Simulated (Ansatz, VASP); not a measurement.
# One calculation of Yb, two programs

The input INCAR:

```
SYSTEM = Yb
ALGO = Normal ; EDIFF = 1E-8
ENCUT = 520 ; GGA = CA
ISIF = 2 ; ISMEAR = -1
LASPH = .True. ; LCHARG = .False.
LEFG = .True. ; LREAL = .False.
LWAVE = .False. ; NBANDS = 18
NELM = 60 ; PREC = Accurate
SIGMA = 0.05
```

File KPOINTS:

```
k-points
0
Gamma
  13 13 13
  0 0 0
```

File POSCAR:

```
Yb
1.0
    0.0000000000      2.6112793414      2.6112793414
    2.6112793414      0.0000000000      2.6112793414
    2.6112793414      2.6112793414      0.0000000000
Yb
1
Direct
    0.0000000000      0.0000000000      0.0000000000
```

Input for Ansatz:

```yaml
crystal:
  lattice:
    - [0.0, 2.6112793414, 2.6112793414]
    - [2.6112793414, 0.0, 2.6112793414]
    - [2.6112793414, 2.6112793414, 0.0]
  atoms:
    - { symbol: Yb, position: [0.0, 0.0, 0.0] }
kpoints:
  mp_grid: { grid: [13, 13, 13] }
  band_path:
    path:
      - [0.0, 0.0, 0.0]
      - [0.5, 0.0, 0.5]
      - [0.625, 0.25, 0.625]
      - [0.375, 0.375, 0.75]
      - [0.0, 0.0, 0.0]
      - [0.5, 0.5, 0.5]
      - [0.5, 0.25, 0.75]
      - [0.5, 0.0, 0.5]
    npoints: 5
scf:
  occupations: { method: fermi_dirac, width: 0.05 }
hamiltonian:
  xc: lda
  pseudopotentials: { kind: paw }
output:
  forces: true
  stress: true
  eigenvalues: true
  efg: { contact_densities: true }
```

Alike in both runs: task electric field gradients; functional LDA; k mesh 13 × 13 × 13; occupations fermi-dirac, width 0.05 eV; no spin polarisation.

```csv
,VASP,Ansatz
version,VASP 6.6.1,Ansatz 0.2.0
potentials or method,"VASP PAW PBE potentials, release 64 (Yb)","PAW with Ansatz's default frozen-core files, scalar-relativistic"
plane-wave cutoff (eV),520,420
valence electrons in the cell,24,24
```

|  | VASP | Ansatz | Ansatz less VASP |
| --- | --- | --- | --- |
| pressure (GPa) | -3.5 | -3.2 | +0.31 |

VASP's potentials were made for PBE, not for LDA. LDA's correlation is that of Perdew and Zunger in VASP and of Perdew and Wang (1992) in Ansatz.

Spin-orbit coupling is off throughout.
